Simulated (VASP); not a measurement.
# B (Pmmm) in VASP: a series of runs, part 2 of 3

VASP 6.6.1. Earlier steps stand in the parts before.

### Step 4. Relaxation of cell and atoms, PBE

This run uses another cell than the first one, of 7.79 Å³/atom, 1.163 times its volume.

INCAR

```
SYSTEM = B
PREC     = Accurate       ! precision mode
ENCUT    = 600            ! plane-wave cutoff, eV
EDIFF    = 1E-6           ! SCF threshold, eV
ISMEAR   = 0              ! smearing method
SIGMA    = 0.1            ! smearing width, eV
LREAL    = .FALSE.        ! projectors in reciprocal space
LASPH    = .TRUE.         ! aspherical terms in the spheres
NELM     = 60             ! most SCF steps
ALGO     = Normal         ! electronic algorithm
ISIF     = 3              ! what is computed and relaxed
LWAVE    = .FALSE.        ! write WAVECAR
LCHARG   = .FALSE.        ! write CHGCAR
GGA      = PE             ! functional
IBRION   = 2              ! ionic algorithm
NSW      = 90             ! ionic steps
EDIFFG   = -0.04          ! ionic threshold
```

KPOINTS

```
regular mesh
0
G
  8 6 6
  0 0 0
```

POSCAR

```
B
1.0
    2.4698850000      0.0000000000      0.0000000000
    0.0000000000      2.8746747900      0.0000000000
    0.0000000000      0.0000000000      3.2925882600
B
3
Direct
    0.5000000000      0.5000000000      0.2227449900
    0.5000000000      0.5000000000      0.7772550100
    0.0000000000      0.0000000000      0.5000000000
```

Potentials or basis: VASP PAW PBE potentials, release 64 (B).

On the command line:

```
$ cat potpaw_PBE.64/B/POTCAR > POTCAR
$ mpirun -np 1 vasp_std > vasp.out
```

OUTCAR:

```text
SYSTEM = B
   PREC = Accurate
   ENCUT = 600
   EDIFF = 1E-6
   ISMEAR = 0
   LREAL = .FALSE.
   LASPH = .TRUE.
   NELM = 60
   ISIF = 3
   GGA = PE
   IBRION = 2
   NSW = 90
   EDIFFG = -0.04

 ion  position               nearest neighbor table
   1  0.500  0.500  0.223-   2 1.47   2 1.83   3 2.10   3 2.10   3 2.10   3 2.10
   2  0.500  0.500  0.777-   1 1.47   1 1.83   3 2.10   3 2.10   3 2.10   3 2.10
   3  0.000  0.000  0.500-   1 2.10   2 2.10   1 2.10   2 2.10   1 2.10   2 2.10   1 2.10   2 2.10

  LATTYP: Found a simple orthorhombic cell.
 ALAT       =     2.4698850000
 B/A-ratio  =     1.1638901366
 C/A-ratio  =     1.3330937513

  Lattice vectors:

 A1 = (   2.4698850000,   0.0000000000,   0.0000000000)
 A2 = (   0.0000000000,   2.8746747900,   0.0000000000)
 A3 = (   0.0000000000,   0.0000000000,   3.2925882600)

Analysis of symmetry for initial positions (statically):
=====================================================================
 Subroutine PRICEL returns:
 Original cell was already a primitive cell.

 Routine SETGRP: Setting up the symmetry group for a
 simple orthorhombic supercell.

 Subroutine GETGRP returns: Found  8 space group operations
 (whereof  8 operations were pure point group operations)
 out of a pool of  8 trial point group operations.

The static configuration has the point symmetry D_2h.

Analysis of symmetry for dynamics (positions and initial velocities):
=====================================================================
 Subroutine PRICEL returns:
 Original cell was already a primitive cell.

 Routine SETGRP: Setting up the symmetry group for a
 simple orthorhombic supercell.

 Subroutine GETGRP returns: Found  8 space group operations
 (whereof  8 operations were pure point group operations)
 out of a pool of  8 trial point group operations.

The dynamic configuration has the point symmetry D_2h.

 Subroutine INISYM returns: Found  8 space group operations
 (whereof  8 operations are pure point group operations),
 and found     1 'primitive' translations

----------------------------------------------------------------------------------------

                                     Primitive cell

  volume of cell :      23.3778

  direct lattice vectors                    reciprocal lattice vectors
     2.469885000  0.000000000  0.000000000     0.404877150  0.000000000  0.000000000
     0.000000000  2.874674790  0.000000000     0.000000000  0.347865436  0.000000000
     0.000000000  0.000000000  3.292588260     0.000000000  0.000000000  0.303712436

  length of vectors
     2.469885000  2.874674790  3.292588260     0.404877150  0.347865436  0.303712436

  position of ions in fractional coordinates (direct lattice)
     0.500000000  0.500000000  0.222744990
     0.500000000  0.500000000  0.777255010
     0.000000000  0.000000000  0.500000000

  ion indices of the primitive-cell ions
   primitive index   ion index
                 1           1
                 2           2
                 3           3

----------------------------------------------------------------------------------------

 KPOINTS: regular mesh

Automatic generation of k-mesh.
 Grid dimensions read from file:
[... 60 lines left out ...]
   LNONCOLLINEAR =      F non collinear calculations
   LSORBIT =      F    spin-orbit coupling
   LASPH  =      T    aspherical Exc in radial PAW
   ENCUT  =  600.0 eV  44.10 Ry    6.64 a.u.   4.93  5.74  6.58*2*pi/ulx,y,z
   NELM   =     60;   NELMIN=  2; NELMDL= -5     # of ELM steps
   EDIFF  = 0.1E-05   stopping-criterion for ELM
   LREAL  =      F    real-space projection
   EDIFFG = -.4E-01   stopping-criterion for IOM
   NSW    =     90    number of steps for IOM
   IBRION =      2    ionic relax: 0-MD 1-quasi-New 2-CG
   NFREE  =      1    steps in history (QN), initial steepest desc. (CG)
   ISIF   =      3    stress and relaxation
   ISYM   =      2    0-nonsym 1-usesym 2-fastsym
   POTIM  = 0.5000    time-step for ionic-motion
   TEBEG  =    0.0;   TEEND  =   0.0 temperature during run
   PSTRESS=    0.0 pullay stress
   NELECT =       9.0000    total number of electrons
   NUPDOWN=      -1.0000    fix difference up-down
   EMIN   =  10.00;   EMAX   =-10.00  energy-range for DOS
   EFERMI =   0.00;   METHOD = LEGACY
   ISMEAR =     0;   SIGMA  =   0.10  broadening in eV -4-tet -1-fermi 0-gaus
   EFERMI_NEDOS =   21; number of points for ismear=-14 and -15
   IALGO  =     38    algorithm
   IMIX   =      4    mixing-type and parameters
     AMIX     =   0.40;   BMIX     =  1.00
     AMIX_MAG =   1.60;   BMIX_MAG =  1.00
  volume/ion in A,a.u.               =       7.79        52.59
  Fermi-wavevector in a.u.,A,eV,Ry     =   1.190935  2.250541 19.297498  1.418326
  Thomas-Fermi vector in A             =   2.327008
   LORBIT       =      0    0 simple, 1 ext, 2 COOP (PROOUT), +10 PAW based schemes
   GGA     = PE    functional components
   LHFCALC =     F    Hartree Fock is set to
   AEXX    =    0.0000 exact exchange contribution
   IVDW    =     0    specifies the selected vdW correction
   LEPSILON=     F    determine dielectric tensor
   LRPA    =     F    only Hartree local field effects (RPA)
 conjugate gradient relaxation of ions
 non-spin polarized calculation
 Gauss-broadening in eV      SIGMA  =   0.10
  energy-cutoff  :      600.00
  volume of cell :       23.38
 maximum number of plane-waves:       798
 NGX is ok and might be reduce to    20
   NGX =  9   NGY = 11   NGZ = 13

--------------------------------------- Ionic step        1  -------------------------------------------

 number of electron       9.0000000 magnetization

 Free energy of the ion-electron system (eV)
  ---------------------------------------------------
  ext. energy  EPLUGINS =         0.00000000
  ---------------------------------------------------
  free energy    TOTEN  =       -16.18393188 eV

  energy without entropy =      -16.17898196  energy(sigma->0) =      -16.18145692

------------------------ aborting loop because EDIFF is reached ----------------------------------------

  FORCE on cell =-STRESS in cart. coord.  units (eV):
  Direction    XX          YY          ZZ          XY          YZ          ZX
  --------------------------------------------------------------------------------------
  -------------------------------------------------------------------------------------
  Total       -5.3680952     -3.5509790      7.2162574      0.0000000      0.0000000      0.0000000
  in kB     -367.8984107   -243.3637076    494.5608338      0.0000000      0.0000000      0.0000000
  external PRESSURE =     -38.9004282 kB  Pullay stress =       0.0000000 kB
[... 92 lines left out ...]
  FREE ENERGIE OF THE ION-ELECTRON SYSTEM (eV)
  ---------------------------------------------------
  free  energy   TOTEN  =       -16.8998388927 eV

  energy  without entropy=      -16.8944649287  energy(sigma->0) =      -16.89715191

[... ionic steps 4 to 29 ...]

--------------------------------------- Ionic step       30  -------------------------------------------

 number of electron       9.0000000 magnetization

------------------------ aborting loop because EDIFF is reached ----------------------------------------
[... 69 lines left out ...]
--------------------------------------- Ionic step       32  -------------------------------------------

 number of electron       9.0000000 magnetization

 Free energy of the ion-electron system (eV)
  ---------------------------------------------------
  ext. energy  EPLUGINS =         0.00000000
  ---------------------------------------------------
  free energy    TOTEN  =       -17.33461310 eV

  energy without entropy =      -17.33278055  energy(sigma->0) =      -17.33369682

 E-fermi :   7.8568     XC(G=0): -12.2366

 val. band max:        7.8510396744   @ k =   0.2500   0.5000   0.0000
 cond. band min:       7.9132212099   @ k =   0.3750   0.5000   0.1667
 fundamental gap:      0.0621815355
 Fermi energy:         7.8568424341

 k-point     1 :       0.0000    0.0000    0.0000
  band No.  band energies     occupation
      1      -9.4753      2.00000
      2       0.0395      2.00000
      3       1.1385      2.00000
      4       3.9865      2.00000
      5      12.2210      0.00000
      6      13.4877      0.00000
      7      14.1270      0.00000
      8      18.3898      0.00000
[... 243 lines left out ...]
 k-point    24 :       0.3750    0.0000    0.1667
  band No.  band energies     occupation
      1      -5.5469      2.00000
      2       0.5625      2.00000
      3       2.1343      2.00000
      4       5.4989      2.00000
      5       8.4595      0.00000
      6      12.1981      0.00000
      7      14.7282      0.00000
      8      14.7693      0.00000

 [... further k-points ...]
[... 5 lines left out ...]
  --------------------------------------------------------------------------------------
  -------------------------------------------------------------------------------------
  Total        0.0258660     -0.0022805     -0.0187569      0.0000000      0.0000000      0.0000000
  in kB        2.0625369     -0.1818417     -1.4956599      0.0000000      0.0000000      0.0000000
  external PRESSURE =       0.1283451 kB  Pullay stress =       0.0000000 kB
[... 18 lines left out ...]
  FREE ENERGIE OF THE ION-ELECTRON SYSTEM (eV)
  ---------------------------------------------------
  free  energy   TOTEN  =       -17.3346131017 eV

  energy  without entropy=      -17.3327805476  energy(sigma->0) =      -17.33369682

 reached required accuracy - stopping structural energy minimisation
```

It took 2.7 min on 1 thread of Intel Xeon Platinum 8259CL at 2.50GHz (Skylake/Cascade Lake), shared host; peak memory 0.13 GiB.

Results:

| Item | Value |
| --- | --- |
| Free energy | -17.3346 eV |
| Relaxed volume | 6.70 Å³/atom |
| Relaxed cell | a = 2.102 Å, b = 2.691 Å, c = 3.552 Å, α = 90.00°, β = 90.00°, γ = 90.00° |
| Space group after relaxing (to 0.05 Å) | Pmmm (No. 47) |
| Energy gained by relaxing | 383.6 meV/atom |
| Ionic steps | 32 |
| Pressure after relaxing | 0.0 GPa |
| Largest force after relaxing | 0.004 eV/Å |

Forces in eV/Å, atoms in the order of the input:
```
B    0.000  0.000  0.004
B    0.000  0.000 -0.004
B    0.000  0.000  0.000
```

Stress tensor (GPa, compression positive):
```
 0.21  0.00  0.00
 0.00 -0.02  0.00
 0.00  0.00 -0.15
```

The path:
```csv
step,energy change (eV),largest force (eV/Å),pressure (GPa),volume (Å³)
1,0.0000,7.0358,-3.89,23.38
2,2.6804,18.4023,43.78,22.48
3,-0.7159,2.4457,-13.34,23.14
4,-0.7544,1.6269,-14.30,23.18
5,-0.7638,1.0343,-14.55,23.21
6,-1.0957,0.7478,-4.37,21.16
7,-1.1166,0.7005,-1.11,20.71
8,-1.1184,0.6660,0.41,20.51
9,-1.1341,0.4604,-0.64,20.46
10,-1.1384,0.0956,-0.41,20.48
11,-1.1384,0.1321,-0.44,20.47
12,-1.1404,0.0781,-0.28,20.42
13,-1.1404,0.0469,-0.31,20.43
14,-1.1411,0.0561,-0.23,20.39
15,-1.1436,0.1452,-0.04,20.26
16,-1.1431,0.0511,1.53,20.01
17,-1.1441,0.0834,0.62,20.11
18,-1.1445,0.1097,0.21,20.19
19,-1.1447,0.0840,0.25,20.18
20,-1.1450,0.0331,0.37,20.14
21,-1.1456,0.0502,0.92,20.08
22,-1.1466,0.2238,1.78,19.94
23,-1.1465,0.0926,1.30,20.02
24,-1.1469,0.1408,1.52,19.98
25,-1.1473,0.1638,1.54,19.97
26,-1.1475,0.2124,1.60,19.96
27,-1.1481,0.1851,1.48,19.97
28,-1.1494,0.1039,1.10,20.00
29,-1.1505,0.0560,0.36,20.06
30,-1.1505,0.0614,0.33,20.06
31,-1.1506,0.0431,0.24,20.07
32,-1.1507,0.0040,0.01,20.09
```

Final structure:
```cif
data_structure
_symmetry_space_group_name_H-M 'P 1'
_symmetry_Int_Tables_number 1
_cell_length_a 2.1019
_cell_length_b 2.6915
_cell_length_c 3.5516
_cell_angle_alpha 90.000
_cell_angle_beta 90.000
_cell_angle_gamma 90.000
_cell_volume 20.09
loop_
_atom_site_label
_atom_site_type_symbol
_atom_site_fract_x
_atom_site_fract_y
_atom_site_fract_z
_atom_site_occupancy
B1 B 0.50000 0.50000 0.23891 1
B2 B 0.50000 0.50000 0.76109 1
B3 B 0.00000 0.00000 0.50000 1
```

Caveat: the k points lie up to 0.39 Å⁻¹ apart in the final cell.

### Step 5. Single point, PBE

This run uses another cell than the first one, of 6.76 Å³/atom, 1.008 times its volume.

INCAR

```
ALGO = Normal
EDIFF = 1E-7
ENCUT = 520
GGA = PE
ISIF = 2
ISMEAR = 0
LASPH = T
LCHARG = F
LREAL = F
LWAVE = F
NBANDS = 12
NELM = 100
PREC = Accurate
SIGMA = 0.1
```

KPOINTS

```
k-points
0
Gamma
  22 18 14
```

POSCAR

```
B
1.0
    2.1404142131      0.0000000000      0.0000000000
    0.0000000000      2.7081898606      0.0000000000
    0.0000000000      0.0000000000      3.4961241983
B
3
Direct
    0.5000000000      0.5000000000      0.2433090551
    0.5000000000      0.5000000000      0.7566909449
    0.0000000000      0.0000000000      0.5000000000
```

On the command line:

```
$ cat potpaw_PBE.64/B/POTCAR > POTCAR
$ mpirun -np 1 vasp_std > vasp.out
```

Run time: 1.7 min. Hardware: 1 thread of Intel Xeon Platinum 8259CL at 2.50GHz (Skylake/Cascade Lake), shared host; peak memory 0.27 GiB.

It converged, with:

```
Free energy   : -17.3405 eV
Pressure      : 0.0 GPa
Largest force : 0.005 eV/Å
```

Forces on the atoms (eV/Å):
```
B    0.000  0.000 -0.005
B    0.000  0.000  0.005
B    0.000  0.000  0.000
```

Levels at points of the mesh, in eV from the Fermi level:
```
           k point  band 1  band 2  band 3  band 4  band 5  band 6  band 7  band 8
(0.00, 0.00, 0.00)  -17.14   -7.48   -6.11   -3.86    4.30    4.92    6.63   10.91
(0.50, 0.00, 0.00)  -11.04  -10.40   -3.40   -2.45    2.75    4.00    4.01    5.36
(0.00, 0.50, 0.00)  -13.86  -12.24   -6.07   -3.82   -0.03    3.97    8.18    9.78
(0.50, 0.50, 0.00)   -8.62   -7.95   -5.68   -2.31   -2.00    1.38    3.19    4.07
(0.00, 0.00, 0.50)  -16.05  -12.42   -2.87    1.32    2.42    4.30    5.92    8.71
(0.50, 0.00, 0.50)  -10.49   -8.79   -6.43   -5.34    4.29    4.66    6.15    7.15
(0.00, 0.50, 0.50)  -13.02  -10.99   -9.01   -7.50    7.01    9.56    9.92   10.21
(0.50, 0.50, 0.50)   -7.21   -7.10   -5.27   -3.45   -2.87   -1.24   -0.56    0.91
```

(Continued in part 3 of 3.)
